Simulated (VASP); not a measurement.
# Sr6Te (Pm-3m) in VASP: a series of runs

Runs on Sr6Te. Level: PBE. Tasks: single point, relaxation of cell and atoms.

All numbers are computed with VASP 6.6.1; they aren't measurements. Logs are shortened: lines on timing, memory, paths and dates and some standing lists are left out, and cuts for length are marked.

### Step 1. The cell of the first run

Symmetry: Pm-3m, No. 221, cubic system. Conventional cell: a = 10.098 Å, b = 10.098 Å, c = 10.098 Å, α = 90.00°, β = 90.00°, γ = 90.00°. Sr (site symmetry 4mm) has 5 Sr at 4.16 to 4.20 Å within 5.5 Å.

The cell was built from a structure type or drawn by symmetry, and may not be a known phase.

### Step 2. Single point, PBE

Contents of INCAR:

```
PREC = Accurate ; ENCUT = 520
EDIFF = 1E-6 ; ISMEAR = 0
SIGMA = 0.1 ; LREAL = False
LASPH = True ; NELM = 100
ALGO = Normal ; ISIF = 2
LWAVE = False ; LCHARG = False
GGA = PE ; NBANDS = 42
```

Contents of KPOINTS:

```
Automatic mesh
0
Gamma
  4 4 4
```

Contents of POSCAR:

```
Sr6Te
1.0
   10.0976567305      0.0000000000      0.0000000000
    0.0000000000     10.0976567305      0.0000000000
    0.0000000000      0.0000000000     10.0976567305
Sr Te
6 1
Direct
    0.7941422166      0.5000000000      0.5000000000
    0.2058577834      0.5000000000      0.5000000000
    0.5000000000      0.5000000000      0.7941422166
    0.5000000000      0.5000000000      0.2058577834
    0.5000000000      0.2058577834      0.5000000000
    0.5000000000      0.7941422166      0.5000000000
    0.0000000000      0.0000000000      0.0000000000
```

Potentials or basis: VASP PAW PBE potentials, release 64 (Sr_sv, Te).

Run with:

```console
cat potpaw_PBE.64/Sr_sv/POTCAR potpaw_PBE.64/Te/POTCAR > POTCAR
mpirun -np 1 vasp_std > vasp.out
```

OUTCAR:

```text
PREC = Accurate
   ENCUT = 520
   EDIFF = 1E-6
   ISMEAR = 0
   LREAL = False
   LASPH = True
   NELM = 100
   ISIF = 2
   GGA = PE

 ion  position               nearest neighbor table
   1  0.794  0.500  0.500-   2 4.16   3 4.20   4 4.20   5 4.20   6 4.20
   2  0.206  0.500  0.500-   1 4.16   3 4.20   4 4.20   5 4.20   6 4.20
   3  0.500  0.500  0.794-   4 4.16   2 4.20   1 4.20   5 4.20   6 4.20
   4  0.500  0.500  0.206-   3 4.16   2 4.20   1 4.20   5 4.20   6 4.20
   5  0.500  0.206  0.500-   6 4.16   2 4.20   3 4.20   4 4.20   1 4.20
   6  0.500  0.794  0.500-   5 4.16   2 4.20   3 4.20   4 4.20   1 4.20
   7  0.000  0.000  0.000-

  LATTYP: Found a simple cubic cell.
 ALAT       =    10.0976567305

  Lattice vectors:

 A1 = (  10.0976567305,   0.0000000000,   0.0000000000)
 A2 = (   0.0000000000,  10.0976567305,   0.0000000000)
 A3 = (   0.0000000000,   0.0000000000,  10.0976567305)

Analysis of symmetry for initial positions (statically):
=====================================================================
 Subroutine PRICEL returns:
 Original cell was already a primitive cell.

 Routine SETGRP: Setting up the symmetry group for a
 simple cubic supercell.

 Subroutine GETGRP returns: Found 48 space group operations
 (whereof 48 operations were pure point group operations)
 out of a pool of 48 trial point group operations.

The static configuration has the point symmetry O_h .

Analysis of symmetry for dynamics (positions and initial velocities):
=====================================================================
 Subroutine PRICEL returns:
 Original cell was already a primitive cell.

 Routine SETGRP: Setting up the symmetry group for a
 simple cubic supercell.

 Subroutine GETGRP returns: Found 48 space group operations
 (whereof 48 operations were pure point group operations)
 out of a pool of 48 trial point group operations.

The dynamic configuration has the point symmetry O_h .

 Subroutine INISYM returns: Found 48 space group operations
 (whereof 48 operations are pure point group operations),
 and found     1 'primitive' translations

----------------------------------------------------------------------------------------

                                     Primitive cell

  volume of cell :    1029.5841

  direct lattice vectors                    reciprocal lattice vectors
[... 84 lines left out ...]
   EDIFFG = 0.1E-04   stopping-criterion for IOM
   NSW    =      0    number of steps for IOM
   IBRION =     -1    ionic relax: 0-MD 1-quasi-New 2-CG
   NFREE  =      0    steps in history (QN), initial steepest desc. (CG)
   ISIF   =      2    stress and relaxation
   ISYM   =      2    0-nonsym 1-usesym 2-fastsym
   POTIM  = 0.5000    time-step for ionic-motion
   TEBEG  =    0.0;   TEEND  =   0.0 temperature during run
   PSTRESS=    0.0 pullay stress
   NELECT =      66.0000    total number of electrons
   NUPDOWN=      -1.0000    fix difference up-down
   EMIN   =  10.00;   EMAX   =-10.00  energy-range for DOS
   EFERMI =   0.00;   METHOD = LEGACY
   ISMEAR =     0;   SIGMA  =   0.10  broadening in eV -4-tet -1-fermi 0-gaus
   EFERMI_NEDOS =   21; number of points for ismear=-14 and -15
   IALGO  =     38    algorithm
   IMIX   =      4    mixing-type and parameters
     AMIX     =   0.40;   BMIX     =  1.00
     AMIX_MAG =   1.60;   BMIX_MAG =  1.00
  volume/ion in A,a.u.               =     147.08       992.57
  Fermi-wavevector in a.u.,A,eV,Ry     =   0.655192  1.238134  5.840670  0.429277
  Thomas-Fermi vector in A             =   1.725990
   LORBIT       =      0    0 simple, 1 ext, 2 COOP (PROOUT), +10 PAW based schemes
   GGA     = PE    functional components
   LHFCALC =     F    Hartree Fock is set to
   AEXX    =    0.0000 exact exchange contribution
   IVDW    =     0    specifies the selected vdW correction
   LEPSILON=     F    determine dielectric tensor
   LRPA    =     F    only Hartree local field effects (RPA)
 non-spin polarized calculation
 Gauss-broadening in eV      SIGMA  =   0.10
  energy-cutoff  :      520.00
  volume of cell :     1029.58
 maximum number of plane-waves:     27772
 NGX is ok and might be reduce to    80
   NGX = 37   NGY = 37   NGZ = 37

 number of electron      66.0000000 magnetization

 Free energy of the ion-electron system (eV)
  ---------------------------------------------------
  ext. energy  EPLUGINS =         0.00000000
  ---------------------------------------------------
  free energy    TOTEN  =        -6.05313380 eV

  energy without entropy =       -5.93005585  energy(sigma->0) =       -5.99159482

 E-fermi :  -1.2614     XC(G=0):  -4.1580

 val. band max:       -1.3269346033   @ k =   0.0000   0.0000   0.0000
 cond. band min:      -1.2409903114   @ k =   0.5000   0.0000   0.0000
 fundamental gap:      0.0859442919
 Fermi energy:        -1.2613700621

 k-point     1 :       0.0000    0.0000    0.0000
  band No.  band energies     occupation
      1     -38.8636      2.00000
      2     -38.8554      2.00000
      3     -38.8554      2.00000
      4     -38.8548      2.00000
      5     -38.8548      2.00000
      6     -38.8548      2.00000
[... 439 lines left out ...]
     41      -0.6110      0.00000
     42      -0.6109      0.00000

------------------------ aborting loop because EDIFF is reached ----------------------------------------

  FORCE on cell =-STRESS in cart. coord.  units (eV):
  Direction    XX          YY          ZZ          XY          YZ          ZX
  --------------------------------------------------------------------------------------
  -------------------------------------------------------------------------------------
  Total        0.0095885      0.0095885      0.0095885      0.0000000     -0.0000000      0.0000000
  in kB        0.0149210      0.0149210      0.0149210      0.0000000     -0.0000000      0.0000000
  external PRESSURE =       0.0149210 kB  Pullay stress =       0.0000000 kB

 VOLUME and BASIS-vectors are now :
 -----------------------------------------------------------------------------
  energy-cutoff  :      520.00
  volume of cell :     1029.58
      direct lattice vectors                 reciprocal lattice vectors
    10.097656731  0.000000000  0.000000000     0.099032877  0.000000000  0.000000000
     0.000000000 10.097656731  0.000000000     0.000000000  0.099032877  0.000000000
     0.000000000  0.000000000 10.097656731     0.000000000  0.000000000  0.099032877

 POSITION                                       TOTAL-FORCE (eV/Angst)
 -----------------------------------------------------------------------------------
      8.01898      5.04883      5.04883         0.000503     -0.000000     -0.000000
      2.07868      5.04883      5.04883        -0.000503      0.000000     -0.000000
      5.04883      5.04883      8.01898        -0.000000     -0.000000      0.000503
      5.04883      5.04883      2.07868        -0.000000      0.000000     -0.000503
      5.04883      2.07868      5.04883         0.000000     -0.000503     -0.000000
      5.04883      8.01898      5.04883        -0.000000      0.000503     -0.000000
      0.00000      0.00000      0.00000         0.000000      0.000000     -0.000000
 -----------------------------------------------------------------------------------
    total drift:                                0.000000     -0.000000      0.000000

  FREE ENERGIE OF THE ION-ELECTRON SYSTEM (eV)
  ---------------------------------------------------
  free  energy   TOTEN  =        -6.0531338003 eV

  energy  without entropy=       -5.9300558453  energy(sigma->0) =       -5.99159482
```

stdout:

```text
POSCAR found type information on POSCAR SrTe
 POSCAR found :  2 types and       7 ions
 scaLAPACK will be used
 LDA part: xc-table for (Slater+PW92), standard interpolation
 POSCAR, INCAR and KPOINTS ok, starting setup
 FFT: planning ... GRIDC
 FFT: planning ... GRID_SOFT
 FFT: planning ... GRID
 WAVECAR not read
 entering main loop
```

Run time: 18 min. Hardware: 1 thread of Intel Xeon 6975P-C (Granite Rapids), shared host; peak memory 1.1 GiB.

What came out:

```
Free energy            : -6.0531 eV
Pressure               : 0.0 GPa
Band gap on the k mesh : zero (bands 33 and 34 overlap by 0.34 eV)
```

Caveat: semilocal functionals underestimate gaps, so a narrow gap can read as zero; spin-orbit coupling is left out, which moves the levels of the heavy elements.

### Step 3. Single point, PBE

Contents of INCAR:

```
ALGO     = Normal         # electronic algorithm
EDIFF    = 1E-7           # SCF threshold, eV
ENCUT    = 520            # plane-wave cutoff, eV
GGA      = PE             # functional
ISIF     = 2              # what is computed and relaxed
ISMEAR   = 0              # smearing method
LASPH    = T              # aspherical terms in the spheres
LCHARG   = F              # write CHGCAR
LREAL    = F              # projectors in reciprocal space
LWAVE    = F              # write WAVECAR
NBANDS   = 42             # bands
NELM     = 100            # most SCF steps
PREC     = Accurate       # precision mode
SIGMA    = 0.1            # smearing width, eV
```

Contents of KPOINTS:

```
k-points
0
Gamma
  4 4 4
```

Contents of POSCAR:

```
Sr6Te
1.0
   10.0917271976      0.0000000000      0.0000000000
    0.0000000000     10.0917271976      0.0000000000
    0.0000000000      0.0000000000     10.0917271976
Sr Te
6 1
Direct
    0.7947309168      0.5000000000      0.5000000000
    0.2052690832      0.5000000000      0.5000000000
    0.5000000000      0.5000000000      0.7947309168
    0.5000000000      0.5000000000      0.2052690832
    0.5000000000      0.2052690832      0.5000000000
    0.5000000000      0.7947309168      0.5000000000
    0.0000000000      0.0000000000      0.0000000000
```

Potentials or basis: VASP PAW PBE potentials, release 64 (Sr_sv, Te).

Run with:

```console
cat potpaw_PBE.64/Sr_sv/POTCAR potpaw_PBE.64/Te/POTCAR > POTCAR
mpirun -np 1 vasp_std > vasp.out
```

Run time: 24 min. Hardware: 1 thread of Intel Xeon 6975P-C (Granite Rapids), shared host; peak memory 1.1 GiB.

It converged, with:

- Free energy: -6.0528 eV
- Pressure: 0.0 GPa
- Largest force: 0.019 eV/Å
- Band gap on the k mesh: zero (bands 33 and 34 overlap by 0.35 eV)

Forces in eV/Å, atoms in the order of the input:
```
Sr  -0.019  0.000  0.000
Sr   0.019  0.000  0.000
Sr   0.000  0.000 -0.019
Sr   0.000  0.000  0.019
Sr   0.000  0.019  0.000
Sr   0.000 -0.019  0.000
Te   0.000  0.000  0.000
```

Levels at points of the mesh, in eV from the Fermi level:
```csv
k point,band 29,band 30,band 31,band 32,band 33,band 34,band 35,band 36,band 37,band 38
"(0.00, 0.00, 0.00)",-0.92,-0.77,-0.77,-0.07,-0.07,-0.07,-0.07,0.36,0.36,0.36
"(0.50, 0.00, 0.00)",-0.90,-0.75,-0.22,-0.08,-0.08,0.02,0.18,0.35,0.35,0.40
"(0.50, 0.50, 0.00)",-0.89,-0.40,-0.07,-0.07,-0.07,0.19,0.29,0.37,0.37,0.56
"(0.50, 0.50, 0.50)",-1.56,-0.11,-0.11,-0.11,0.27,0.36,0.36,0.36,0.57,0.59
```

Caveat: semilocal functionals underestimate gaps, so a narrow gap can read as zero; spin-orbit coupling is left out, which moves the levels of the heavy elements.

### Step 4. Relaxation of cell and atoms, PBE

This run uses another cell than the first one, of 28.69 Å³/atom.

Contents of INCAR:

```
SYSTEM = Sr6Te
  PREC = Accurate
  ENCUT = 600
  EDIFF = 1E-6
  ISMEAR = 0
  SIGMA = 0.1
  LREAL = .FALSE.
  LASPH = .TRUE.
  NELM = 100
  ALGO = Normal
  ISIF = 3
  LWAVE = .FALSE.
  LCHARG = .FALSE.
  GGA = PE
  IBRION = 2
  NSW = 90
  EDIFFG = -0.04
```

Contents of KPOINTS:

```
regular mesh
0
G
  4 4 4
  0 0 0
```

Contents of POSCAR:

```
Sr6Te
1.0
    5.8563213200      0.0000000000      0.0000000000
    0.0000000000      5.8563213200      0.0000000000
    0.0000000000      0.0000000000      5.8563213200
Sr Te
6 1
Direct
    0.8001218400      0.5000000000      0.5000000000
    0.1998781600      0.5000000000      0.5000000000
    0.5000000000      0.5000000000      0.8001218400
    0.5000000000      0.5000000000      0.1998781600
    0.5000000000      0.1998781600      0.5000000000
    0.5000000000      0.8001218400      0.5000000000
    0.0000000000      0.0000000000      0.0000000000
```

Run with:

```console
cat potpaw_PBE.64/Sr_sv/POTCAR potpaw_PBE.64/Te/POTCAR > POTCAR
mpirun -np 1 vasp_std > vasp.out
```

It took 17 min on 1 thread of Intel Xeon 6975P-C (Granite Rapids), shared host; peak memory 0.37 GiB.

Results (log left out):

* Free energy: -5.7424 eV
* Relaxed volume: 137.63 Å³/atom
* Relaxed cell: a = 9.876 Å, b = 9.876 Å, c = 9.876 Å, α = 90.00°, β = 90.00°, γ = 90.00°
* Space group after relaxing (to 0.1 Å): Pm-3m (No. 221)
* Energy gained by relaxing: 3072.4 meV/atom
* Ionic steps: 13
* Pressure after relaxing: 0.0 GPa
* Largest force after relaxing: 0.008 eV/Å
* Band gap on the k mesh: zero (bands 33 and 34 overlap by 0.32 eV)

Forces in eV/Å, atoms in the order of the input:
```
Sr   0.008  0.000  0.000
Sr  -0.008  0.000  0.000
Sr   0.000  0.000  0.008
Sr   0.000  0.000 -0.008
Sr   0.000 -0.008  0.000
Sr   0.000  0.008  0.000
Te   0.000  0.000  0.000
```

Step by step:
```csv
step,energy change (eV),largest force (eV/Å),pressure (GPa),volume (Å³)
1,0.0000,3.0794,34.02,200.85
2,-16.3437,1.6816,4.33,435.13
3,-17.5433,2.4768,2.17,524.04
4,-17.4750,3.1979,0.62,736.60
5,-20.2746,1.6348,0.25,858.65
6,-21.1928,0.7284,0.01,954.10
7,-21.2006,0.1092,-0.44,1165.71
8,-21.4231,0.1136,-0.25,1065.99
9,-21.4320,0.2077,-0.20,1039.90
10,-21.4828,0.1550,-0.09,994.94
11,-21.4987,0.0945,0.02,951.63
12,-21.5031,0.0606,0.02,955.41
13,-21.5066,0.0080,0.01,963.39
```

Final structure:
```
CELL_PARAMETERS angstrom
9.87645 0.00000 0.00000
0.00000 9.87645 0.00000
0.00000 0.00000 9.87645
ATOMIC_POSITIONS crystal
Sr 0.79493 0.50000 0.50000
Sr 0.20507 0.50000 0.50000
Sr 0.50000 0.50000 0.79493
Sr 0.50000 0.50000 0.20507
Sr 0.50000 0.20507 0.50000
Sr 0.50000 0.79493 0.50000
Te 0.00000 0.00000 0.00000
```

Levels at points of the mesh, in eV from the Fermi level:
```tsv
k point	band 29	band 30	band 31	band 32	band 33	band 34	band 35	band 36	band 37	band 38
(0.00, 0.00, 0.00)	-0.90	-0.75	-0.75	-0.12	-0.07	-0.07	-0.07	0.37	0.37	0.37
(0.50, 0.00, 0.00)	-0.88	-0.73	-0.23	-0.09	-0.09	0.06	0.16	0.36	0.36	0.58
(0.50, 0.50, 0.00)	-0.87	-0.36	-0.08	-0.08	-0.08	0.15	0.29	0.38	0.38	0.63
(0.50, 0.50, 0.50)	-1.57	-0.12	-0.12	-0.12	0.24	0.36	0.36	0.36	0.53	0.65
```

Caveat: the volume moved by over 15 % at a fixed basis, so the end points are rough; semilocal functionals underestimate gaps, so a narrow gap can read as zero; spin-orbit coupling is left out, which moves the levels of the heavy elements.

[end of part 1 of 2]
